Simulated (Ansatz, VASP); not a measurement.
## ZrTi3Si8 in VASP and in Ansatz

The input INCAR:

```
PREC = Accurate
ENCUT = 520
EDIFF = 1E-7
ISMEAR = 0
SIGMA = 0.2
LREAL = F
LASPH = T
NELM = 100
ALGO = Normal
ISIF = 2
LWAVE = F
LCHARG = T
GGA = PE
LELF = T
LVHAR = T
NBANDS = 52
```

KPOINTS

```
regular mesh
0
Gamma
  6 6 4
```

The input POSCAR:

```
ZrTi3Si8
1.0
    2.4469707000     -4.1972705000      0.0000000000
    2.4469707000      4.1972705000      0.0000000000
    0.0000000000      0.0000000000      8.6747091000
Zr Ti Si
1 3 8
Direct
    0.5000000000      0.5000000000      0.0000000000
    0.0000000000      0.0000000000      0.5000000000
    1.0000000000      0.5000000000      0.2516580000
    0.5000000000      1.0000000000      0.7483420000
    0.1609460000      0.8390540000      0.0000000000
    0.6629590000      0.3370410000      0.5000000000
    0.8390540000      0.1609460000      0.0000000000
    0.3370410000      0.6629590000      0.5000000000
    0.3355420000      0.1561080000      0.2559100000
    0.8438920000      0.6644580000      0.7440900000
    0.6644580000      0.8438920000      0.2559100000
    0.1561080000      0.3355420000      0.7440900000
```

Input for Ansatz:

```yaml
crystal:
  lattice:
    - [2.4469707, -4.1972705, 0.0]
    - [2.4469707, 4.1972705, 0.0]
    - [0.0, 0.0, 8.6747091]
  atoms:
    - { symbol: Zr, position: [0.5, 0.5, 0.0] }
    - { symbol: Ti, position: [0.0, 0.0, 0.5] }
    - { symbol: Ti, position: [1.0, 0.5, 0.251658] }
    - { symbol: Ti, position: [0.5, 1.0, 0.748342] }
    - { symbol: Si, position: [0.160946, 0.839054, 0.0] }
    - { symbol: Si, position: [0.662959, 0.337041, 0.5] }
    - { symbol: Si, position: [0.839054, 0.160946, 0.0] }
    - { symbol: Si, position: [0.337041, 0.662959, 0.5] }
    - { symbol: Si, position: [0.335542, 0.156108, 0.25591] }
    - { symbol: Si, position: [0.843892, 0.664458, 0.74409] }
    - { symbol: Si, position: [0.664458, 0.843892, 0.25591] }
    - { symbol: Si, position: [0.156108, 0.335542, 0.74409] }
basis:
  ecutwfc: 420
kpoints:
  mp_grid: { grid: [6, 6, 4] }
hamiltonian:
  xc: pbe
scf:
  occupations: { method: gaussian, width: 0.2 }
  lower_state_search: "off"
output:
  forces: true
  stress: true
  eigenvalues: true
```

Alike in both runs: task single point; functional PBE; k mesh 6 × 6 × 4; occupations gaussian, width 0.2 eV; no spin polarisation.

|  | VASP | Ansatz |
| --- | --- | --- |
| version | VASP 6.6.1 | Ansatz 0.2.0 |
| potentials or method | VASP PAW PBE potentials, release 64 (Zr_sv, Ti_sv, Si), cutoff 520 eV | scalar-relativistic, plane waves, PAW |
| valence electrons in the cell | 80 | 80 |

|  | VASP | Ansatz | Ansatz less VASP |
| --- | --- | --- | --- |
| gap on the k mesh at the Fermi level (eV) | none | none | - |
| pressure (GPa) | 0.0 | 0.0 | +0.02 |
| traceless stress, the component that is largest in VASP (GPa) | -0.28 | -0.28 | -0.001 |

A gap of «none» marks a metal or a gap that the smearing closes. With one functional, cell and mesh, what is left measures potentials, basis and numerics.
